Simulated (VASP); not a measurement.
## GaSb: single point with r2SCANh

Crystal: GaSb.

```
Sb Ga
1.0
    -2.75343    2.75343    1.59071
     2.75343   -2.75343    1.59071
     2.75343    2.75343   -1.59071
Sb Ga
1 1
Cartesian
  0.0000 0.0000 0.0000
  0.0000 2.7534 0.7954
```

```
Program             : VASP 6.6.1
Task                : single point
Functional          : r2SCANh
Potentials or basis : VASP PAW PBE potentials, release 64 (Sb, Ga_d)
Cutoff              : 520 eV
k mesh              : 5 × 5 × 5
Occupations         : fermi-dirac, width 0.05 eV
Spin                : no spin polarisation
```

The pressure is -1.8 GPa and the band gap on the k mesh is zero (bands 9 and 10 overlap by 3.15 eV).

Stress tensor (GPa, compression positive):
```
-2.12  0.00  0.00
 0.00 -2.12  0.00
 0.00  0.00 -1.30
```

Levels at points of the mesh, in eV from the Fermi level:
| k point | band 5 | band 6 | band 7 | band 8 | band 9 | band 10 | band 11 | band 12 | band 13 | band 14 |
| --- | --- | --- | --- | --- | --- | --- | --- | --- | --- | --- |
| (0.00, 0.00, 0.00) | -16.88 | -13.48 | -3.42 | -2.59 | -2.59 | 3.75 | 5.32 | 7.61 | 7.61 | 8.00 |

It took 50 min on 1 thread of AMD EPYC 7R13 Processor (Zen 3) (shared host), peak memory 0.18 GiB.

Caveat: the k points lie up to 0.46 Å⁻¹ apart, too coarse for converged energies and pressures of a metal; the PAW data sets were made with another functional, which shifts forces and pressure a little; spin-orbit coupling is left out, which moves the levels of the heavy elements.
